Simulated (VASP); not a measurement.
# PbS (Cmcm) in VASP: a series of runs

The runs below take PbS through single point, relaxation of cell and atoms, with PBE, PBEsol+D3(BJ), PBEsol+D4.

Everything below comes from runs of VASP 6.6.1. Logs are shortened: lines on timing, memory, paths and dates and some standing lists are left out, and cuts for length are marked.

**1. The cell of the first run**

Symmetry: Cmcm, No. 63, orthorhombic system. The conventional cell has a = 4.160 Å, b = 11.983 Å, c = 4.279 Å, α = 90.00°, β = 90.00°, γ = 90.00°. Within 3.5 Å of Pb (site symmetry m2m) lie 5 S at 2.69 to 2.99 Å. Within 3.5 Å of S (site symmetry m2m) lie 5 Pb at 2.69 to 2.99 Å.

**2. Single point, PBE**

Contents of INCAR:

```
SYSTEM = PbS
ALGO     = Normal         ! electronic algorithm
EDIFF    = 1E-6           ! SCF threshold, eV
ENCUT    = 520            ! plane-wave cutoff, eV
GGA      = PE             ! functional
ISIF     = 2              ! what is computed and relaxed
ISMEAR   = 0              ! smearing method
LASPH    = .TRUE.         ! aspherical terms in the spheres
LCHARG   = .FALSE.        ! write CHGCAR
LREAL    = .FALSE.        ! projectors in reciprocal space
LWAVE    = .FALSE.        ! write WAVECAR
NBANDS   = 28             ! bands
NELM     = 60             ! most SCF steps
PREC     = Accurate       ! precision mode
SIGMA    = 0.023          ! smearing width, eV
```

Contents of KPOINTS:

```
k-points
0
G
  7 7 6
  0 0 0
```

Contents of POSCAR:

```
PbS
1.0
    2.0799526950     -5.9912968650      0.0000000000
    2.0799526950      5.9912968650      0.0000000000
    0.0000000000      0.0000000000      4.2793209400
Pb S
2 2
Direct
    0.1305633500      0.8694366500      0.2500000000
    0.8694366500      0.1305633500      0.7500000000
    0.3547970900      0.6452029100      0.2500000000
    0.6452029100      0.3547970900      0.7500000000
```

Potentials or basis: VASP PAW PBE potentials, release 64 (Pb_d, S).

Launch:

```
$ cat potpaw_PBE.64/Pb_d/POTCAR potpaw_PBE.64/S/POTCAR > POTCAR
$ mpirun -np 1 vasp_std > vasp.out
```

OUTCAR:

```text
SYSTEM = PbS
   EDIFF = 1E-6
   ENCUT = 520
   GGA = PE
   ISIF = 2
   ISMEAR = 0
   LASPH = .TRUE.
   LREAL = .FALSE.
   NELM = 60
   PREC = Accurate

 ion  position               nearest neighbor table
   1  0.131  0.869  0.250-   3 2.69   4 2.99   4 2.99   4 2.99   4 2.99   2 3.79   2 3.79   2 4.13
                             2 4.13   2 4.13   2 4.13
   2  0.869  0.131  0.750-   4 2.69   3 2.99   3 2.99   3 2.99   3 2.99   1 3.79   1 3.79   1 4.13
                             1 4.13   1 4.13   1 4.13
   3  0.355  0.645  0.250-   1 2.69   2 2.99   2 2.99   2 2.99   2 2.99
   4  0.645  0.355  0.750-   2 2.69   1 2.99   1 2.99   1 2.99   1 2.99

  LATTYP: Found a base centered orthorhombic cell.
 ALAT       =     4.1599053900
 B/A-ratio  =     2.8804966956
 C/A-ratio  =     1.0287063139

  Lattice vectors:

 A1 = (   2.0799526950,  -5.9912968650,   0.0000000000)
 A2 = (   2.0799526950,   5.9912968650,   0.0000000000)
 A3 = (   0.0000000000,   0.0000000000,   4.2793209400)

Analysis of symmetry for initial positions (statically):
=====================================================================
 Subroutine PRICEL returns:
 Original cell was already a primitive cell.

 Routine SETGRP: Setting up the symmetry group for a
 base centered orthorhombic supercell.

 Subroutine GETGRP returns: Found  8 space group operations
 (whereof  4 operations were pure point group operations)
 out of a pool of  8 trial point group operations.

The static configuration has the point symmetry C_2h.
 The point group associated with its full space group is D_2h.

Analysis of symmetry for dynamics (positions and initial velocities):
=====================================================================
 Subroutine PRICEL returns:
 Original cell was already a primitive cell.

 Routine SETGRP: Setting up the symmetry group for a
 base centered orthorhombic supercell.

 Subroutine GETGRP returns: Found  8 space group operations
 (whereof  4 operations were pure point group operations)
 out of a pool of  8 trial point group operations.

The dynamic configuration has the point symmetry C_2h.
 The point group associated with its full space group is D_2h.

 Subroutine INISYM returns: Found  8 space group operations
 (whereof  4 operations are pure point group operations),
 and found     1 'primitive' translations

----------------------------------------------------------------------------------------

                                     Primitive cell

  volume of cell :     106.6545

  direct lattice vectors                    reciprocal lattice vectors
     2.079952695 -5.991296865  0.000000000     0.240390083 -0.083454386  0.000000000
     2.079952695  5.991296865  0.000000000     0.240390083  0.083454386  0.000000000
     0.000000000  0.000000000  4.279320940     0.000000000  0.000000000  0.233681936

  length of vectors
     6.342069168  6.342069168  4.279320940     0.254464195  0.254464195  0.233681936

  position of ions in fractional coordinates (direct lattice)
     0.130563350  0.869436650  0.250000000
     0.869436650  0.130563350  0.750000000
     0.354797090  0.645202910  0.250000000
     0.645202910  0.354797090  0.750000000

  ion indices of the primitive-cell ions
   primitive index   ion index
                 1           1
                 2           2
                 3           3
                 4           4

----------------------------------------------------------------------------------------

 KPOINTS: k-points

Automatic generation of k-mesh.
 Grid dimensions read from file:
 generate k-points for:    7    7    6

 Generating k-lattice:

  Cartesian coordinates                     Fractional coordinates (reciprocal lattice)
     0.034341440 -0.011922055  0.000000000     0.142857143  0.000000000  0.000000000
     0.034341440  0.011922055  0.000000000     0.000000000  0.142857143  0.000000000
     0.000000000  0.000000000  0.038946989     0.000000000  0.000000000  0.166666667

  Length of vectors
     0.036352028  0.036352028  0.038946989

  Shift w.r.t. Gamma in fractional coordinates (k-lattice)
     0.000000000  0.000000000  0.000000000

 Subroutine IBZKPT returns following result:
 ===========================================

 Found     64 irreducible k-points:

 Following reciprocal coordinates:
            Coordinates               Weight
  0.000000  0.000000  0.000000      1.000000
  0.142857 -0.000000  0.000000      4.000000
  0.285714 -0.000000  0.000000      4.000000
  0.428571 -0.000000  0.000000      4.000000
  0.142857  0.142857  0.000000      2.000000
  0.285714  0.142857  0.000000      4.000000
[... 16 lines left out ...]
  0.428571  0.142857  0.166667      8.000000
 -0.428571  0.142857  0.166667      8.000000
 [... further k-points ...]
   k-points           NKPTS =     64   k-points in BZ     NKDIM =     64   number of bands    NBANDS=     28
   number of dos      NEDOS =    301   number of ions     NIONS =      4
   total plane-waves  NPLWV =  73728
   dimension x,y,z NGX =    48 NGY =   48 NGZ =   32
   dimension x,y,z NGXF=    96 NGYF=   96 NGZF=   64
   ions per type =               2   2
   NGX,Y,Z   is equivalent  to a cutoff of  12.58, 12.58, 12.43 a.u.
   NGXF,Y,Z  is equivalent  to a cutoff of  25.16, 25.16, 24.86 a.u.
 SYSTEM =  PbS
   PREC   = accura    normal or accurate (medium, high low for compatibility)
   ISTART =      0    job   : 0-new  1-cont  2-samecut
   ICHARG =      2    charge: 1-file 2-atom 10-const
   ISPIN  =      1    spin polarized calculation?
   LNONCOLLINEAR =      F non collinear calculations
   LSORBIT =      F    spin-orbit coupling
   LASPH  =      T    aspherical Exc in radial PAW
   ENCUT  =  520.0 eV  38.22 Ry    6.18 a.u.  11.79 11.79  7.96*2*pi/ulx,y,z
   NELM   =     60;   NELMIN=  2; NELMDL= -5     # of ELM steps
   EDIFF  = 0.1E-05   stopping-criterion for ELM
   LREAL  =      F    real-space projection
   EDIFFG = 0.1E-04   stopping-criterion for IOM
   NSW    =      0    number of steps for IOM
   IBRION =     -1    ionic relax: 0-MD 1-quasi-New 2-CG
   NFREE  =      0    steps in history (QN), initial steepest desc. (CG)
   ISIF   =      2    stress and relaxation
   ISYM   =      2    0-nonsym 1-usesym 2-fastsym
   POTIM  = 0.5000    time-step for ionic-motion
   TEBEG  =    0.0;   TEEND  =   0.0 temperature during run
   PSTRESS=    0.0 pullay stress
   NELECT =      40.0000    total number of electrons
   NUPDOWN=      -1.0000    fix difference up-down
   EMIN   =  10.00;   EMAX   =-10.00  energy-range for DOS
   EFERMI =   0.00;   METHOD = LEGACY
   ISMEAR =     0;   SIGMA  =   0.02  broadening in eV -4-tet -1-fermi 0-gaus
   EFERMI_NEDOS =   21; number of points for ismear=-14 and -15
   IALGO  =     38    algorithm
   IMIX   =      4    mixing-type and parameters
     AMIX     =   0.40;   BMIX     =  1.00
     AMIX_MAG =   1.60;   BMIX_MAG =  1.00
  volume/ion in A,a.u.               =      26.66       179.94
  Fermi-wavevector in a.u.,A,eV,Ry     =   1.180597  2.231005 18.963935  1.393810
  Thomas-Fermi vector in A             =   2.316887
   LORBIT       =      0    0 simple, 1 ext, 2 COOP (PROOUT), +10 PAW based schemes
   GGA     = PE    functional components
   LHFCALC =     F    Hartree Fock is set to
   AEXX    =    0.0000 exact exchange contribution
   IVDW    =     0    specifies the selected vdW correction
   LEPSILON=     F    determine dielectric tensor
   LRPA    =     F    only Hartree local field effects (RPA)
 non-spin polarized calculation
 Gauss-broadening in eV      SIGMA  =   0.02
  energy-cutoff  :      520.00
  volume of cell :      106.65
 maximum number of plane-waves:      2892
   NGX = 23   NGY = 23   NGZ = 15

 number of electron      40.0000007 magnetization

 Free energy of the ion-electron system (eV)
  ---------------------------------------------------
  ext. energy  EPLUGINS =         0.00000000
  ---------------------------------------------------
  free energy    TOTEN  =       -17.37659985 eV

  energy without entropy =      -17.37659985  energy(sigma->0) =      -17.37659985

 E-fermi :   4.9610     XC(G=0):  -9.5797

 val. band max:        4.8587329243   @ k =  -0.4286   0.4286   0.3333
 cond. band min:       6.1137653740   @ k =   0.4286   0.4286   0.0000
 fundamental gap:      1.2550324497
 Fermi energy:         4.9610385746

 k-point     1 :       0.0000    0.0000    0.0000
  band No.  band energies     occupation
      1     -11.4647      2.00000
      2     -11.3695      2.00000
      3     -11.3620      2.00000
      4     -11.3575      2.00000
      5     -11.3225      2.00000
      6     -11.3192      2.00000
[... 20 lines left out ...]
     27      11.0271      0.00000
     28      11.9129      0.00000

 k-point     2 :       0.1429   -0.0000    0.0000
  band No.  band energies     occupation
      1     -11.4528      2.00000
      2     -11.3641      2.00000
      3     -11.3560      2.00000
      4     -11.3509      2.00000
      5     -11.3255      2.00000
      6     -11.3248      2.00000
[... 20 lines left out ...]
     27      11.2526      0.00000
     28      12.3011      0.00000

 k-point     3 :       0.2857   -0.0000    0.0000
  band No.  band energies     occupation
      1     -11.4238      2.00000
      2     -11.3553      2.00000
      3     -11.3551      2.00000
      4     -11.3400      2.00000
      5     -11.3316      2.00000
      6     -11.3293      2.00000
[... 20 lines left out ...]
     27      12.3015      0.00000
     28      12.9645      0.00000

 k-point     4 :       0.4286   -0.0000    0.0000
  band No.  band energies     occupation
      1     -11.3918      2.00000
      2     -11.3643      2.00000
      3     -11.3572      2.00000
      4     -11.3523      2.00000
      5     -11.3304      2.00000
      6     -11.3268      2.00000
[... 578 lines left out ...]
     27      11.8124      0.00000
     28      13.0028      0.00000

 k-point    23 :       0.4286    0.1429    0.1667
  band No.  band energies     occupation
      1     -11.4066      2.00000
      2     -11.3904      2.00000
      3     -11.3599      2.00000
      4     -11.3382      2.00000
      5     -11.3285      2.00000
      6     -11.3212      2.00000
[... 20 lines left out ...]
     27      12.1796      0.00000
     28      12.9890      0.00000

 k-point    24 :      -0.4286    0.1429    0.1667
  band No.  band energies     occupation
      1     -11.4228      2.00000
      2     -11.3696      2.00000
      3     -11.3555      2.00000
      4     -11.3397      2.00000
      5     -11.3308      2.00000
      6     -11.3234      2.00000
[... 20 lines left out ...]
     27      12.4033      0.00000
     28      13.1781      0.00000

 [... further k-points ...]

------------------------ aborting loop because EDIFF is reached ----------------------------------------

  FORCE on cell =-STRESS in cart. coord.  units (eV):
  Direction    XX          YY          ZZ          XY          YZ          ZX
  --------------------------------------------------------------------------------------
  -------------------------------------------------------------------------------------
  Total        0.5978926      0.8508655      0.5504325      0.0000000      0.0000000      0.0000000
  in kB        8.9816182     12.7818096      8.2686670      0.0000000      0.0000000      0.0000000
  external PRESSURE =      10.0106983 kB  Pullay stress =       0.0000000 kB

 VOLUME and BASIS-vectors are now :
 -----------------------------------------------------------------------------
  energy-cutoff  :      520.00
  volume of cell :      106.65
      direct lattice vectors                 reciprocal lattice vectors
     2.079952695 -5.991296865  0.000000000     0.240390083 -0.083454386  0.000000000
     2.079952695  5.991296865  0.000000000     0.240390083  0.083454386  0.000000000
     0.000000000  0.000000000  4.279320940     0.000000000  0.000000000  0.233681936

 POSITION                                       TOTAL-FORCE (eV/Angst)
 -----------------------------------------------------------------------------------
      2.07995      4.42681      1.06983         0.000000      0.069979     -0.000000
      2.07995     -4.42681      3.20949         0.000000     -0.069979     -0.000000
      2.07995      1.73991      1.06983         0.000000     -0.102724      0.000000
      2.07995     -1.73991      3.20949         0.000000      0.102724      0.000000
 -----------------------------------------------------------------------------------
    total drift:                               -0.000000     -0.000000      0.000000

  FREE ENERGIE OF THE ION-ELECTRON SYSTEM (eV)
  ---------------------------------------------------
  free  energy   TOTEN  =       -17.3765998537 eV

  energy  without entropy=      -17.3765998537  energy(sigma->0) =      -17.37659985
```

Run time: 2.6 min. Hardware: 1 thread of Intel Xeon Platinum 8488C (Sapphire Rapids), shared host; peak memory 0.35 GiB.

What came out:

```yaml
Free_energy: -17.3766 eV
Pressure: 1.0 GPa
Largest_force: 0.103 eV/Å
Band_gap_on_the_k_mesh: 1.26 eV (least direct gap 1.43 eV)
```

Forces in eV/Å, atoms in the order of the input:
```
Pb   0.000  0.070  0.000
Pb   0.000 -0.070  0.000
S    0.000 -0.103  0.000
S    0.000  0.103  0.000
```

Caveat: spin-orbit coupling is left out, which moves the levels of the heavy elements; an odd mesh through Γ misses points on the zone boundary, where band edges can lie.

(Continued in part 2 of 2.)
